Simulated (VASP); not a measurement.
Wanted: the native input for a VASP 6.6.1 run.

```
Task                   : single point
Functional             : PBE
Potentials or basis    : VASP PAW PBE potentials, release 64 (W_sv, C)
Cutoff                 : 520 eV
k mesh                 : 14 × 14 × 14
Occupations            : fermi-dirac, width 0.1 eV
Spin                   : no spin polarisation
Dipole correction      : no
Further INCAR settings : ALGO = Normal; EDIFF = 1e-06; NBANDS = 16
```

The structure of WC (zincblende type) lies in POSCAR:

```
WC
1.0
    0.0000000000      2.2746498946      2.2746498946
    2.2746498946      0.0000000000      2.2746498946
    2.2746498946      2.2746498946      0.0000000000
W C
1 1
Direct
    0.0000000000      0.0000000000      0.0000000000
    0.2500000000      0.2500000000      0.2500000000
```

These files were run (other wordings do the same):

INCAR

```
PREC     = Accurate       # precision mode
ENCUT    = 520            # plane-wave cutoff, eV
EDIFF    = 1E-6           # SCF threshold, eV
ISMEAR   = -1             # smearing method
SIGMA    = 0.1            # smearing width, eV
LREAL    = False          # projectors in reciprocal space
LASPH    = True           # aspherical terms in the spheres
NELM     = 100            # most SCF steps
ALGO     = Normal         # electronic algorithm
ISIF     = 2              # what is computed and relaxed
LWAVE    = False          # write WAVECAR
LCHARG   = True           # write CHGCAR
GGA      = PE             # functional
LELF     = True           # ELF
LVHAR    = True         
NBANDS   = 16             # bands
```

KPOINTS

```
regular mesh
0
Gamma
  14 14 14
```

Potentials or basis: VASP PAW PBE potentials, release 64 (W_sv, C).

Command:

```console
$ cat potpaw_PBE.64/W_sv/POTCAR potpaw_PBE.64/C/POTCAR > POTCAR
$ mpirun -np 1 vasp_std > vasp.out
```

It gave:

The pressure is 32.2 GPa. The band gap on the k mesh is zero (band 9 reaches 11.10 eV, above the bottom of band 10 at 9.61 eV).

Caveat: spin-orbit coupling is left out, which moves the levels of the heavy elements.

It took 31 s on 1 thread of Intel(R) Xeon(R) Platinum 8488C (Sapphire Rapids) (shared host), peak memory 0.16 GiB.
